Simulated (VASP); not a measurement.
Write the native input for VASP 6.6.1 that does the following.

```yaml
Task: single point
Functional: RPBE
Potentials_or_basis: VASP PAW PBE potentials, release 64 (B)
Cutoff: 520 eV
k_mesh: 23 × 23 × 2
Occupations: fermi-dirac, width 0.1 eV
Spin: no spin polarisation
Dipole_correction: no
Further_INCAR_settings: ALGO = Normal; EDIFF = 1e-06; NBANDS = 14
```

The structure of B lies in POSCAR:

```
B
1.0
    1.6525731140      0.0000000000      0.0000000000
   -0.8262865570      1.4311702983      0.0000000000
    0.0000000000      0.0000000000     20.4281926757
B
4
Direct
    1.0000000000      1.0000000000      0.0000000000
    1.0000000000      0.0000000000      0.5000000000
    0.3333333333      0.6666666667      0.2500000000
    0.6666666667      0.3333333333      0.7500000000
```

This cell differs from its parent crystal: volume scaled by 0.88.

One way to write it, as run:

INCAR

```
PREC = Accurate ; ENCUT = 520
EDIFF = 1E-6 ; ISMEAR = -1
SIGMA = 0.1 ; LREAL = F
LASPH = T ; NELM = 60
ALGO = Normal ; ISIF = 2
LWAVE = F ; LCHARG = F
GGA = RP ; NBANDS = 14
```

KPOINTS

```
Automatic mesh
0
Gamma
  23 23 2
```

Potentials or basis: VASP PAW PBE potentials, release 64 (B).

Launch:

```sh
$ cat potpaw_PBE.64/B/POTCAR > POTCAR
$ mpirun -np 1 vasp_std > vasp.out
```

Results of the run:

| Property | Result |
| --- | --- |
| Pressure | 17.9 GPa |
| Band gap on the k mesh | zero (band 6 reaches 6.80 eV, above the bottom of band 7 at -5.19 eV) |

Caveat: the PAW data sets were made with another functional, which shifts forces and pressure a little; this functional lacks dispersion, which binds the layers, so the pressure and a relaxed spacing across them are unreliable.

Wall time 45 s on 1 thread of Intel(R) Xeon(R) Platinum 8175M CPU @ 2.50GHz (Skylake/Cascade Lake) (shared host), peak memory 0.19 GiB.
